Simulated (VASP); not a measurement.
Input of a VASP 6.6.1 run:

INCAR

```
SYSTEM = Te2Mo
PREC     = Accurate       ! precision mode
ENCUT    = 600            ! plane-wave cutoff, eV
EDIFF    = 1E-6           ! SCF threshold, eV
ISMEAR   = 0              ! smearing method
SIGMA    = 0.02           ! smearing width, eV
LREAL    = .FALSE.        ! projectors in reciprocal space
LASPH    = .TRUE.         ! aspherical terms in the spheres
NELM     = 100            ! most SCF steps
ALGO     = Normal         ! electronic algorithm
ISIF     = 3              ! what is computed and relaxed
LWAVE    = .FALSE.        ! write WAVECAR
LCHARG   = .FALSE.        ! write CHGCAR
GGA      = CA             ! functional
IBRION   = 2              ! ionic algorithm
NSW      = 70             ! ionic steps
EDIFFG   = -0.008         ! ionic threshold
PSTRESS  = 120.0
```

File KPOINTS:

```
regular mesh
0
G
  12 12 4
  0 0 0
```

The input POSCAR:

```
Te2Mo
1.0
    3.3136274056      0.0000000000      0.0000000000
   -1.6568137028      2.8696855120      0.0000000000
    0.0000000000      0.0000000000      7.1440921626
Te Mo
2 1
Direct
    0.3333333333      0.6666666667      0.7534448787
    0.3333333333      0.6666666667      0.2465551213
    0.0000000000      0.0000000000      0.0000000000
```

Potentials or basis: VASP PAW LDA potentials, release 64 (Te, Mo_sv).

Run with:

```sh
$ cat potpaw_LDA.64/Te/POTCAR potpaw_LDA.64/Mo_sv/POTCAR > POTCAR
$ mpirun -np 1 vasp_std > vasp.out
```

(1) What does it give for the band gap on the k mesh?

(2) What does it give for the space group after relaxing (to 0.05 Å)?

Results:

(1) 0.30 eV, indirect (least direct gap 0.73 eV).

(2) P-6m2 (No. 187).

Caveat: the cell is relaxed towards a set pressure, so the enthalpy falls and the energy may rise; spin-orbit coupling is left out, which moves the levels of the heavy elements.
